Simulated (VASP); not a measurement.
# In (C2/c) in VASP: further runs

In is run at these levels: PBE; tasks: single point.

Everything below comes from runs of VASP 6.6.1. Logs are shortened: lines on timing, memory, paths and dates and some standing lists are left out, and cuts for length are marked.

### 1 The cell of the first run

Symmetry: C2/c, No. 15, monoclinic system. Conventional cell: a = 3.232 Å, b = 11.143 Å, c = 3.422 Å, α = 90.00°, β = 116.51°, γ = 90.00°. In (site symmetry 2) has 14 In at 3.23 to 4.04 Å within 4.3 Å.

### 2 Single point, PBE

The input, INCAR:

```
SYSTEM = In
ALGO = Normal
EDIFF = 1E-6
ENCUT = 520
GGA = PE
ISIF = 2
ISMEAR = -1
ISYM = 0
LASPH = .True.
LCHARG = .False.
LREAL = .False.
LWAVE = .False.
NBANDS = 20
NELM = 80
PREC = Accurate
SIGMA = 0.1
```

The input, KPOINTS:

```
k-points
0
Gamma
  11 11 8
  0 0 0
```

The input, POSCAR:

```
In
1.0
   -3.9537273083      3.9258317381      1.6161078878
    3.9258317381     -3.9537273083      1.6161078878
    2.1799876682      2.1799876682     -1.6671986758
In
2
Direct
    0.9991953670      0.0008046330      1.0000000000
    0.7508046330      0.2491953670      0.5000000000
```

Potentials or basis: VASP PAW PBE potentials, release 64 (In_d).

Run with:

```
> cat potpaw_PBE.64/In_d/POTCAR > POTCAR
> mpirun -np 1 vasp_std > vasp.out
```

OUTCAR:

```text
SYSTEM = In
   EDIFF = 1E-6
   ENCUT = 520
   GGA = PE
   ISIF = 2
   ISMEAR = -1
   ISYM = 0
   LASPH = .True.
   LREAL = .False.
   NELM = 80
   PREC = Accurate

 ion  position               nearest neighbor table
   1  0.999  0.001  0.000-   2 3.28   2 3.28   2 3.28   2 3.28   2 3.96   2 3.96
   2  0.751  0.249  0.500-   1 3.28   1 3.28   1 3.28   1 3.28   1 3.96   1 3.96

IMPORTANT INFORMATION: All symmetrisations will be switched off!
NOSYMM: (Re-)initialisation of all symmetry stuff for point group C_1.

----------------------------------------------------------------------------------------

                                     Primitive cell

  volume of cell :      55.1544

  direct lattice vectors                    reciprocal lattice vectors
    -3.953727308  3.925831738  1.616107888     0.055635684  0.182546339  0.311440910
     3.925831738 -3.953727308  1.616107888     0.182546339  0.055635684  0.311440910
     2.179987668  2.179987668 -1.667198676     0.230883009  0.230883009  0.003985262

  length of vectors
     5.801372180  5.801372180  3.504888570     0.365258725  0.365258725  0.326542202

  position of ions in fractional coordinates (direct lattice)
     0.999195367  0.000804633  0.000000000
     0.750804633  0.249195367  0.500000000

  ion indices of the primitive-cell ions
   primitive index   ion index
                 1           1
                 2           2

----------------------------------------------------------------------------------------

 KPOINTS: k-points

Automatic generation of k-mesh.
 Grid dimensions read from file:
 generate k-points for:   11   11    8

 Generating k-lattice:

  Cartesian coordinates                     Fractional coordinates (reciprocal lattice)
     0.005057789  0.016595122  0.028312810     0.090909091  0.000000000 -0.000000000
     0.016595122  0.005057789  0.028312810     0.000000000  0.090909091 -0.000000000
     0.028860376  0.028860376  0.000498158     0.000000000  0.000000000  0.125000000

  Length of vectors
     0.033205339  0.033205339  0.040817775

  Shift w.r.t. Gamma in fractional coordinates (k-lattice)
     0.000000000  0.000000000  0.000000000

 Subroutine IBZKPT returns following result:
 ===========================================

 Found    485 irreducible k-points:

 Following reciprocal coordinates:
            Coordinates               Weight
  0.000000  0.000000  0.000000      1.000000
  0.090909 -0.000000 -0.000000      2.000000
  0.000000 -0.090909  0.000000      2.000000
  0.181818 -0.000000 -0.000000      2.000000
  0.000000 -0.181818  0.000000      2.000000
  0.272727  0.000000 -0.000000      2.000000
[... 16 lines left out ...]
 -0.363636  0.090909  0.000000      2.000000
 -0.090909  0.363636 -0.000000      2.000000
 [... further k-points ...]
   k-points           NKPTS =    485   k-points in BZ     NKDIM =    485   number of bands    NBANDS=     20
   number of dos      NEDOS =    301   number of ions     NIONS =      2
   total plane-waves  NPLWV =  64512
   dimension x,y,z NGX =    48 NGY =   48 NGZ =   28
   dimension x,y,z NGXF=    96 NGYF=   96 NGZF=   56
   ions per type =               2
   NGX,Y,Z   is equivalent  to a cutoff of  13.76, 13.76, 13.28 a.u.
   NGXF,Y,Z  is equivalent  to a cutoff of  27.51, 27.51, 26.56 a.u.
 SYSTEM =  In
   PREC   = accura    normal or accurate (medium, high low for compatibility)
   ISTART =      0    job   : 0-new  1-cont  2-samecut
   ICHARG =      2    charge: 1-file 2-atom 10-const
   ISPIN  =      1    spin polarized calculation?
   LNONCOLLINEAR =      F non collinear calculations
   LSORBIT =      F    spin-orbit coupling
   LASPH  =      T    aspherical Exc in radial PAW
   ENCUT  =  520.0 eV  38.22 Ry    6.18 a.u.  10.79 10.79  6.52*2*pi/ulx,y,z
   NELM   =     80;   NELMIN=  2; NELMDL= -5     # of ELM steps
   EDIFF  = 0.1E-05   stopping-criterion for ELM
   LREAL  =      F    real-space projection
   EDIFFG = 0.1E-04   stopping-criterion for IOM
   NSW    =      0    number of steps for IOM
   IBRION =     -1    ionic relax: 0-MD 1-quasi-New 2-CG
   NFREE  =      0    steps in history (QN), initial steepest desc. (CG)
   ISIF   =      2    stress and relaxation
   ISYM   =      0    0-nonsym 1-usesym 2-fastsym
   POTIM  = 0.5000    time-step for ionic-motion
   TEBEG  =    0.0;   TEEND  =   0.0 temperature during run
   PSTRESS=    0.0 pullay stress
   NELECT =      26.0000    total number of electrons
   NUPDOWN=      -1.0000    fix difference up-down
   EMIN   =  10.00;   EMAX   =-10.00  energy-range for DOS
   EFERMI =   0.00;   METHOD = LEGACY
   ISMEAR =    -1;   SIGMA  =   0.10  broadening in eV -4-tet -1-fermi 0-gaus
   EFERMI_NEDOS =   21; number of points for ismear=-14 and -15
   IALGO  =     38    algorithm
   IMIX   =      4    mixing-type and parameters
     AMIX     =   0.40;   BMIX     =  1.00
     AMIX_MAG =   1.60;   BMIX_MAG =  1.00
  volume/ion in A,a.u.               =      27.58       186.10
  Fermi-wavevector in a.u.,A,eV,Ry     =   1.274107  2.407713 22.086994  1.623348
  Thomas-Fermi vector in A             =   2.406893
   LORBIT       =      0    0 simple, 1 ext, 2 COOP (PROOUT), +10 PAW based schemes
   GGA     = PE    functional components
   LHFCALC =     F    Hartree Fock is set to
   AEXX    =    0.0000 exact exchange contribution
   IVDW    =     0    specifies the selected vdW correction
   LEPSILON=     F    determine dielectric tensor
   LRPA    =     F    only Hartree local field effects (RPA)
 non-spin polarized calculation
  energy-cutoff  :      520.00
  volume of cell :       55.15
 maximum number of plane-waves:      1501
 NGX is ok and might be reduce to    48
   NGX = 21   NGY = 21   NGZ = 13

 number of electron      25.9999996 magnetization

 Free energy of the ion-electron system (eV)
  ---------------------------------------------------
  ext. energy  EPLUGINS =         0.00000000
  ---------------------------------------------------
  free energy    TOTEN  =        -5.12456541 eV

  energy without entropy =       -5.09559655  energy(sigma->0) =       -5.11008098

 E-fermi :   6.9123     XC(G=0): -10.0015

 val. band max:        6.9097924608   @ k =   0.0909   0.0000   0.2500
 cond. band min:       6.9492227061   @ k =   0.0909   0.0909   0.3750
 fundamental gap:      0.0394302453
 Fermi energy:         6.9123246447

 k-point     1 :       0.0000    0.0000    0.0000
  band No.  band energies     occupation
      1      -7.7696      2.00000
      2      -7.7315      2.00000
      3      -7.6954      2.00000
      4      -7.6342      2.00000
      5      -7.6170      2.00000
      6      -7.5595      2.00000
[... 12 lines left out ...]
     19      17.4623      0.00000
     20      19.0187      0.00000

 k-point     2 :       0.0909   -0.0000   -0.0000
  band No.  band energies     occupation
      1      -7.7469      2.00000
      2      -7.7142      2.00000
      3      -7.6802      2.00000
      4      -7.6259      2.00000
      5      -7.6031      2.00000
      6      -7.5679      2.00000
[... 12 lines left out ...]
     19      17.4090      0.00000
     20      18.0745      0.00000

 k-point     3 :       0.0000   -0.0909    0.0000
  band No.  band energies     occupation
      1      -7.7469      2.00000
      2      -7.7142      2.00000
      3      -7.6802      2.00000
      4      -7.6259      2.00000
      5      -7.6031      2.00000
      6      -7.5679      2.00000
[... 12 lines left out ...]
     19      17.4090      0.00000
     20      18.0745      0.00000

 k-point     4 :       0.1818   -0.0000   -0.0000
  band No.  band energies     occupation
      1      -7.7037      2.00000
      2      -7.6943      2.00000
      3      -7.6475      2.00000
      4      -7.6127      2.00000
      5      -7.5768      2.00000
      6      -7.5697      2.00000
[... 12 lines left out ...]
     19      16.9563      0.00000
     20      17.4308      0.00000

 k-point     5 :       0.0000   -0.1818    0.0000
  band No.  band energies     occupation
      1      -7.7037      2.00000
      2      -7.6943      2.00000
      3      -7.6475      2.00000
      4      -7.6127      2.00000
      5      -7.5768      2.00000
      6      -7.5697      2.00000
[... 12 lines left out ...]
     19      16.9563      0.00000
     20      17.4308      0.00000

 k-point     6 :       0.2727    0.0000   -0.0000
  band No.  band energies     occupation
      1      -7.7272      2.00000
      2      -7.6704      2.00000
      3      -7.6627      2.00000
      4      -7.6326      2.00000
      5      -7.5757      2.00000
      6      -7.5195      2.00000
[... 12 lines left out ...]
     19      16.4431      0.00000
     20      17.0788      0.00000

 k-point     7 :      -0.0000   -0.2727    0.0000
  band No.  band energies     occupation
      1      -7.7272      2.00000
      2      -7.6704      2.00000
      3      -7.6627      2.00000
      4      -7.6326      2.00000
      5      -7.5757      2.00000
      6      -7.5195      2.00000
[... 12 lines left out ...]
     19      16.4431      0.00000
     20      17.0788      0.00000
[... 277 lines left out ...]
 k-point    20 :      -0.0909   -0.4545    0.0000
  band No.  band energies     occupation
      1      -7.7872      2.00000
      2      -7.7428      2.00000
      3      -7.7165      2.00000
      4      -7.6499      2.00000
      5      -7.6109      2.00000
      6      -7.4686      2.00000
[... 12 lines left out ...]
     19      14.2597      0.00000
     20      16.0231      0.00000

 k-point    21 :      -0.4545    0.0909    0.0000
  band No.  band energies     occupation
      1      -7.7634      2.00000
      2      -7.7204      2.00000
      3      -7.6902      2.00000
      4      -7.6458      2.00000
      5      -7.5974      2.00000
      6      -7.4734      2.00000
[... 12 lines left out ...]
     19      15.0396      0.00000
     20      16.1542      0.00000

 k-point    22 :      -0.0909    0.4545   -0.0000
  band No.  band energies     occupation
      1      -7.7634      2.00000
      2      -7.7204      2.00000
      3      -7.6902      2.00000
      4      -7.6458      2.00000
      5      -7.5974      2.00000
      6      -7.4734      2.00000
[... 12 lines left out ...]
     19      15.0396      0.00000
     20      16.1542      0.00000

 k-point    23 :      -0.3636    0.0909    0.0000
  band No.  band energies     occupation
      1      -7.7272      2.00000
      2      -7.6890      2.00000
      3      -7.6578      2.00000
      4      -7.6286      2.00000
      5      -7.5790      2.00000
      6      -7.5117      2.00000
[... 12 lines left out ...]
     19      16.0082      0.00000
     20      16.5025      0.00000

 k-point    24 :      -0.0909    0.3636   -0.0000
  band No.  band energies     occupation
      1      -7.7272      2.00000
      2      -7.6890      2.00000
      3      -7.6578      2.00000
      4      -7.6286      2.00000
      5      -7.5790      2.00000
      6      -7.5117      2.00000
[... 12 lines left out ...]
     19      16.0082      0.00000
     20      16.5025      0.00000

 [... further k-points ...]

------------------------ aborting loop because EDIFF is reached ----------------------------------------

  FORCE on cell =-STRESS in cart. coord.  units (eV):
  Direction    XX          YY          ZZ          XY          YZ          ZX
  --------------------------------------------------------------------------------------
  -------------------------------------------------------------------------------------
  Total       -0.0198865     -0.0198788     -0.0137595      0.0051007      0.0034107      0.0034131
  in kB       -0.5776827     -0.5774574     -0.3996995      0.1481703      0.0990764      0.0991478
  external PRESSURE =      -0.5182799 kB  Pullay stress =       0.0000000 kB

 VOLUME and BASIS-vectors are now :
 -----------------------------------------------------------------------------
  energy-cutoff  :      520.00
  volume of cell :       55.15
      direct lattice vectors                 reciprocal lattice vectors
    -3.953727308  3.925831738  1.616107888     0.055635684  0.182546339  0.311440910
     3.925831738 -3.953727308  1.616107888     0.182546339  0.055635684  0.311440910
     2.179987668  2.179987668 -1.667198676     0.230883009  0.230883009  0.003985262

 POSITION                                       TOTAL-FORCE (eV/Angst)
 -----------------------------------------------------------------------------------
     -3.94739      3.91949      1.61611        -0.000776      0.000773      0.000001
     -0.90018      3.05228      0.78251         0.000776     -0.000773     -0.000001
 -----------------------------------------------------------------------------------
    total drift:                               -0.000001      0.000005      0.000000

  FREE ENERGIE OF THE ION-ELECTRON SYSTEM (eV)
  ---------------------------------------------------
  free  energy   TOTEN  =        -5.1245654148 eV

  energy  without entropy=       -5.0955965463  energy(sigma->0) =       -5.11008098
```

Wall time 15 min (1 thread of Intel Xeon 8259CL, shared host); peak memory 0.56 GiB.

Results:

- Free energy: -5.1246 eV
- Pressure: -0.1 GPa
- Band gap on the k mesh: zero (bands 13 and 14 overlap by 6.25 eV)

Caveat: spin-orbit coupling is left out, which moves the levels of the heavy elements.

### 3 Single point, PBE (24.27 Å³/atom)

This run uses another cell than the first one, of 24.27 Å³/atom.

The input, INCAR:

```
SYSTEM = In
PREC = Accurate
ENCUT = 520
EDIFF = 1E-7
ISMEAR = -1
SIGMA = 0.1
LREAL = .FALSE.
LASPH = .TRUE.
NELM = 100
ALGO = Normal
ISIF = 2
LWAVE = .FALSE.
LCHARG = .TRUE.
GGA = PE
LVHAR = .TRUE.
NBANDS = 20
KPAR = 4
```

The input, KPOINTS:

```
regular mesh
0
G
  19 19 17
  0 0 0
```

The input, POSCAR:

```
In
1.0
   -3.7887935069      3.7620616291      1.5486902850
    3.7620616291     -3.7887935069      1.5486902850
    2.0890472404      2.0890472404     -1.5976497681
In
2
Direct
    0.9991953670      0.0008046330      1.0000000000
    0.7508046330      0.2491953670      0.5000000000
```

Potentials or basis: VASP PAW PBE potentials, release 64 (In_d).

Run with:

```
> cat potpaw_PBE.64/In_d/POTCAR > POTCAR
> mpirun -np 4 vasp_std > vasp.out
```

It took 13 min on 4 MPI ranks of Oxide Virtual Turin-like, shared host; peak memory 1.2 GiB.

Results (log left out):

```yaml
Free_energy: -5.0049 eV
Pressure: 6.2 GPa
Largest_force: 0.031 eV/Å
Band_gap_on_the_k_mesh: zero (bands 13 and 14 overlap by 7.41 eV)
```

Forces in eV/Å, atoms in the order of the input:
```
In  -0.022  0.022  0.000
In   0.022 -0.022  0.000
```

Stress tensor (GPa, compression positive):
```
 6.12 -0.30  0.17
-0.30  6.12  0.17
 0.17  0.17  6.47
```

Levels at points of the mesh, in eV from the Fermi level:
```
           k point  band 9  band 10  band 11  band 12  band 13  band 14  band 15  band 16  band 17  band 18
(0.00, 0.00, 0.00)  -14.44   -14.32   -10.08    -4.46    -3.75     7.31    11.01    11.05    11.07    11.19
```

Caveat: the cell stands under pressure; spin-orbit coupling is left out, which moves the levels of the heavy elements.
